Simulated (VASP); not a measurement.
# HgSe (F-43m) in VASP: single point with pbe exchange, lda correlation

Aim: the single point of HgSe with pbe exchange, lda correlation.

All numbers are computed with VASP 6.6.1; they aren't measurements. Logs are shortened: lines on timing, memory, paths and dates and some standing lists are left out, and cuts for length are marked.

## 1. The cell of the first run

The structure is cubic, space group F-43m (No. 216). The conventional cell has a = 6.078 Å, b = 6.078 Å, c = 6.078 Å, α = 90.00°, β = 90.00°, γ = 90.00°. Hg (site symmetry -43m) has 4 Se at 2.63 Å within 3.5 Å. Within 3.5 Å of Se (site symmetry -43m) lie 4 Hg at 2.63 Å.

## 2. Single point, pbe exchange, lda correlation

File INCAR:

```
SYSTEM = HgSe
PREC = Accurate
ENCUT = 500
EDIFF = 1E-6
ISMEAR = 1
SIGMA = 0.1
LREAL = .FALSE.
LASPH = .TRUE.
NELM = 120
ALGO = Normal
ISIF = 2
LWAVE = .FALSE.
LCHARG = .FALSE.
GGA = LIBXC
LIBXC1 = GGA_X_PBE
LIBXC2 = LDA_C_PW
NBANDS = 16
GGA_COMPAT = .FALSE.
```

File KPOINTS:

```
Automatic mesh
0
G
  8 8 8
  0 0 0
```

File POSCAR:

```
HgSe
1.0
    4.2977950161      0.0000000000      0.0000000000
    2.1488975081      3.7219996642      0.0000000000
    2.1488975081      1.2406665547      3.5091349362
Hg Se
1 1
Direct
    0.0000000000      0.0000000000      0.0000000000
    0.7500000000      0.7500000000      0.7500000000
```

Potentials or basis: VASP PAW PBE potentials, release 64 (Hg, Se).

The run is started by

```bash
> cat potpaw_PBE.64/Hg/POTCAR potpaw_PBE.64/Se/POTCAR > POTCAR
> mpirun -np 1 vasp_std > vasp.out
```

OUTCAR:

```text
SYSTEM = HgSe
   PREC = Accurate
   ENCUT = 500
   EDIFF = 1E-6
   ISMEAR = 1
   LREAL = .FALSE.
   LASPH = .TRUE.
   NELM = 120
   ISIF = 2
   GGA = LIBXC

 ion  position               nearest neighbor table
   1  0.000  0.000  0.000-   2 2.63   2 2.63   2 2.63   2 2.63
   2  0.750  0.750  0.750-   1 2.63   1 2.63   1 2.63   1 2.63

  LATTYP: Found a face centered cubic cell.
 ALAT       =     6.0780000001

  Lattice vectors:

 A1 = (   4.2977950161,   0.0000000000,   0.0000000000)
 A2 = (   2.1488975081,   3.7219996642,   0.0000000000)
 A3 = (   2.1488975081,   1.2406665547,   3.5091349362)

Analysis of symmetry for initial positions (statically):
=====================================================================
 Subroutine PRICEL returns:
 Original cell was already a primitive cell.

 Routine SETGRP: Setting up the symmetry group for a
 face centered cubic supercell.

 Subroutine GETGRP returns: Found 24 space group operations
 (whereof 24 operations were pure point group operations)
 out of a pool of 48 trial point group operations.

The static configuration has the point symmetry T_d .

Analysis of symmetry for dynamics (positions and initial velocities):
=====================================================================
 Subroutine PRICEL returns:
 Original cell was already a primitive cell.

 Routine SETGRP: Setting up the symmetry group for a
 face centered cubic supercell.

 Subroutine GETGRP returns: Found 24 space group operations
 (whereof 24 operations were pure point group operations)
 out of a pool of 48 trial point group operations.

The dynamic configuration has the point symmetry T_d .

 Subroutine INISYM returns: Found 24 space group operations
 (whereof 24 operations are pure point group operations),
 and found     1 'primitive' translations

----------------------------------------------------------------------------------------

                                     Primitive cell

  volume of cell :      56.1335

  direct lattice vectors                    reciprocal lattice vectors
     4.297795016  0.000000000  0.000000000     0.232677453 -0.134336390 -0.094990173
     2.148897508  3.721999664  0.000000000     0.000000000  0.268672781 -0.094990173
     2.148897508  1.240666555  3.509134936     0.000000000  0.000000000  0.284970518

  length of vectors
     4.297795016  4.297795016  4.297795016     0.284970518  0.284970518  0.284970518

  position of ions in fractional coordinates (direct lattice)
     0.000000000  0.000000000  0.000000000
     0.750000000  0.750000000  0.750000000

  ion indices of the primitive-cell ions
   primitive index   ion index
                 1           1
                 2           2

----------------------------------------------------------------------------------------

 KPOINTS: Automatic mesh

Automatic generation of k-mesh.
 Grid dimensions read from file:
 generate k-points for:    8    8    8

 Generating k-lattice:

  Cartesian coordinates                     Fractional coordinates (reciprocal lattice)
     0.029084682 -0.016792049 -0.011873772     0.125000000  0.000000000  0.000000000
     0.000000000  0.033584098 -0.011873772     0.000000000  0.125000000  0.000000000
     0.000000000  0.000000000  0.035621315     0.000000000  0.000000000  0.125000000

  Length of vectors
     0.035621315  0.035621315  0.035621315

  Shift w.r.t. Gamma in fractional coordinates (k-lattice)
     0.000000000  0.000000000  0.000000000

 Subroutine IBZKPT returns following result:
 ===========================================

 Found     29 irreducible k-points:

 Following reciprocal coordinates:
            Coordinates               Weight
  0.000000  0.000000  0.000000      1.000000
  0.125000 -0.000000  0.000000      8.000000
  0.250000 -0.000000  0.000000      8.000000
  0.375000 -0.000000 -0.000000      8.000000
  0.500000 -0.000000  0.000000      4.000000
  0.125000  0.125000 -0.000000      6.000000
[... 16 lines left out ...]
  0.500000  0.250000  0.125000     48.000000
 -0.375000  0.250000  0.125000     24.000000
 [... further k-points ...]
   k-points           NKPTS =     29   k-points in BZ     NKDIM =     29   number of bands    NBANDS=     16
   number of dos      NEDOS =    301   number of ions     NIONS =      2
   total plane-waves  NPLWV =  32768
   dimension x,y,z NGX =    32 NGY =   32 NGZ =   32
   dimension x,y,z NGXF=    64 NGYF=   64 NGZF=   64
   ions per type =               1   1
   NGX,Y,Z   is equivalent  to a cutoff of  12.38, 12.38, 12.38 a.u.
   NGXF,Y,Z  is equivalent  to a cutoff of  24.76, 24.76, 24.76 a.u.
 SYSTEM =  HgSe
   PREC   = accura    normal or accurate (medium, high low for compatibility)
   ISTART =      0    job   : 0-new  1-cont  2-samecut
   ICHARG =      2    charge: 1-file 2-atom 10-const
   ISPIN  =      1    spin polarized calculation?
   LNONCOLLINEAR =      F non collinear calculations
   LSORBIT =      F    spin-orbit coupling
   LASPH  =      T    aspherical Exc in radial PAW
   ENCUT  =  500.0 eV  36.75 Ry    6.06 a.u.   7.84  7.84  7.84*2*pi/ulx,y,z
   NELM   =    120;   NELMIN=  2; NELMDL= -5     # of ELM steps
   EDIFF  = 0.1E-05   stopping-criterion for ELM
   LREAL  =      F    real-space projection
[... 7 lines left out ...]
   TEBEG  =    0.0;   TEEND  =   0.0 temperature during run
   PSTRESS=    0.0 pullay stress
   NELECT =      18.0000    total number of electrons
   NUPDOWN=      -1.0000    fix difference up-down
   EMIN   =  10.00;   EMAX   =-10.00  energy-range for DOS
   EFERMI =   0.00;   METHOD = LEGACY
   ISMEAR =     1;   SIGMA  =   0.10  broadening in eV -4-tet -1-fermi 0-gaus
   EFERMI_NEDOS =   21; number of points for ismear=-14 and -15
   IALGO  =     38    algorithm
   IMIX   =      4    mixing-type and parameters
     AMIX     =   0.40;   BMIX     =  1.00
     AMIX_MAG =   1.60;   BMIX_MAG =  1.00
  volume/ion in A,a.u.               =      28.07       189.40
  Fermi-wavevector in a.u.,A,eV,Ry     =   1.120534  2.117502 17.083421  1.255596
  Thomas-Fermi vector in A             =   2.257181
   LORBIT       =      0    0 simple, 1 ext, 2 COOP (PROOUT), +10 PAW based schemes
   GGA     = LIBXC    functional components
   LHFCALC =     F    Hartree Fock is set to
   AEXX    =    0.0000 exact exchange contribution
   IVDW    =     0    specifies the selected vdW correction
   LEPSILON=     F    determine dielectric tensor
   LRPA    =     F    only Hartree local field effects (RPA)
 non-spin polarized calculation
 Methfessel and Paxton  Order N= 1 SIGMA  =   0.10
  energy-cutoff  :      500.00
  volume of cell :       56.13
 maximum number of plane-waves:      1458
   NGX = 15   NGY = 15   NGZ = 15

 number of electron      18.0000004 magnetization

 Free energy of the ion-electron system (eV)
  ---------------------------------------------------
  ext. energy  EPLUGINS =         0.00000000
  ---------------------------------------------------
  free energy    TOTEN  =        -2.48594703 eV

  energy without entropy =       -2.48609737  energy(sigma->0) =       -2.48599714

 E-fermi :   1.7354     XC(G=0):  -8.8423

 val. band max:        1.7317954643   @ k =   0.0000   0.0000   0.0000
 cond. band min:       2.3716602475   @ k =   0.1250  -0.0000   0.0000
 fundamental gap:      0.6398647832
 Fermi energy:         1.7354096847

 k-point     1 :       0.0000    0.0000    0.0000
  band No.  band energies     occupation
      1     -11.7442      2.00000
      2      -5.4786      2.00000
      3      -5.4786      2.00000
      4      -5.4786      2.00000
      5      -4.7594      2.00000
      6      -4.7594      2.00000
[... 8 lines left out ...]
     15      13.2429      0.00000
     16      13.2429      0.00000

 k-point     2 :       0.1250   -0.0000    0.0000
  band No.  band energies     occupation
      1     -11.6800      2.00000
      2      -5.4487      2.00000
      3      -5.4487      2.00000
      4      -5.4459      2.00000
      5      -4.7615      2.00000
      6      -4.7615      2.00000
[... 8 lines left out ...]
     15      12.4408      0.00000
     16      12.4408      0.00000

 k-point     3 :       0.2500   -0.0000    0.0000
  band No.  band energies     occupation
      1     -11.5207      2.00000
      2      -5.3824      2.00000
      3      -5.3824      2.00000
      4      -5.2942      2.00000
      5      -4.7561      2.00000
      6      -4.7561      2.00000
[... 8 lines left out ...]
     15      12.1493      0.00000
     16      12.1493      0.00000

 k-point     4 :       0.3750   -0.0000   -0.0000
  band No.  band energies     occupation
      1     -11.3551      2.00000
      2      -5.3284      2.00000
      3      -5.3284      2.00000
      4      -4.9122      2.00000
      5      -4.7309      2.00000
      6      -4.7309      2.00000
[... 8 lines left out ...]
     15      12.8548      0.00000
     16      12.8548      0.00000

 k-point     5 :       0.5000   -0.0000    0.0000
  band No.  band energies     occupation
      1     -11.2846      2.00000
      2      -5.3107      2.00000
      3      -5.3107      2.00000
      4      -4.7133      2.00000
      5      -4.7133      2.00000
      6      -4.4396      2.00000
[... 8 lines left out ...]
     15      13.7844      0.00000
     16      13.7844      0.00000

 k-point     6 :       0.1250    0.1250   -0.0000
  band No.  band energies     occupation
      1     -11.6586      2.00000
      2      -5.4725      2.00000
      3      -5.4198      2.00000
      4      -5.4198      2.00000
      5      -4.7820      2.00000
      6      -4.7437      2.00000
[... 8 lines left out ...]
     15      12.0581      0.00000
     16      13.2894      0.00000
[... 267 lines left out ...]
 k-point    21 :       0.5000    0.5000   -0.0000
  band No.  band energies     occupation
      1     -11.1298      2.00000
      2      -5.2963      2.00000
      3      -4.9852      2.00000
      4      -4.9852      2.00000
      5      -4.6509      2.00000
      6      -4.3915      2.00000
[... 8 lines left out ...]
     15      13.6543      0.00000
     16      15.0380      0.00000

 k-point    22 :       0.3750    0.2500    0.1250
  band No.  band energies     occupation
      1     -11.3996      2.00000
      2      -5.3547      2.00000
      3      -5.2747      2.00000
      4      -5.1929      2.00000
      5      -4.7849      2.00000
      6      -4.7031      2.00000
[... 8 lines left out ...]
     15      13.3682      0.00000
     16      14.1931      0.00000

 k-point    23 :       0.5000    0.2500    0.1250
  band No.  band energies     occupation
      1     -11.2652      2.00000
      2      -5.2753      2.00000
      3      -5.2278      2.00000
      4      -4.9457      2.00000
      5      -4.7255      2.00000
      6      -4.6278      2.00000
[... 8 lines left out ...]
     15      13.6701      0.00000
     16      14.2452      0.00000

 k-point    24 :      -0.3750    0.2500    0.1250
  band No.  band energies     occupation
      1     -11.2086      2.00000
      2      -5.2577      2.00000
      3      -5.2047      2.00000
      4      -4.8055      2.00000
      5      -4.7388      2.00000
      6      -4.3646      2.00000
[... 8 lines left out ...]
     15      13.4554      0.00000
     16      14.2454      0.00000

 [... further k-points ...]

------------------------ aborting loop because EDIFF is reached ----------------------------------------

  FORCE on cell =-STRESS in cart. coord.  units (eV):
  Direction    XX          YY          ZZ          XY          YZ          ZX
  --------------------------------------------------------------------------------------
  -------------------------------------------------------------------------------------
  Total        3.7905823      3.7905823      3.7905823      0.0000000     -0.0000000      0.0000000
  in kB      108.1918166    108.1918166    108.1918166      0.0000000     -0.0000000      0.0000000
  external PRESSURE =     108.1918166 kB  Pullay stress =       0.0000000 kB

 VOLUME and BASIS-vectors are now :
 -----------------------------------------------------------------------------
  energy-cutoff  :      500.00
  volume of cell :       56.13
      direct lattice vectors                 reciprocal lattice vectors
     4.297795016  0.000000000  0.000000000     0.232677453 -0.134336390 -0.094990173
     2.148897508  3.721999664  0.000000000     0.000000000  0.268672781 -0.094990173
     2.148897508  1.240666555  3.509134936     0.000000000  0.000000000  0.284970518

 POSITION                                       TOTAL-FORCE (eV/Angst)
 -----------------------------------------------------------------------------------
      0.00000      0.00000      0.00000         0.000000     -0.000000     -0.000000
      6.44669      3.72200      2.63185        -0.000000      0.000000      0.000000
 -----------------------------------------------------------------------------------
    total drift:                                0.000000      0.000000      0.000000

  FREE ENERGIE OF THE ION-ELECTRON SYSTEM (eV)
  ---------------------------------------------------
  free  energy   TOTEN  =        -2.4859470314 eV

  energy  without entropy=       -2.4860973716  energy(sigma->0) =       -2.48599714
```

It took 44 s on 1 thread of Intel Xeon 8259CL, shared host; peak memory 0.16 GiB.

What came out:

| Property | Result |
| --- | --- |
| Free energy | -2.4859 eV |
| Pressure | 10.8 GPa |
| Band gap on the k mesh | zero (filled and empty bands touch) |

Caveat: the cell stands under pressure; semilocal functionals underestimate gaps, and a narrow one can read as zero; the PAW data sets were made with another functional, which shifts forces and pressure a little; spin-orbit coupling is left out, which moves the levels of the heavy elements.

The gap in the log of VASP goes by the Fermi energy; the results here count the filled bands.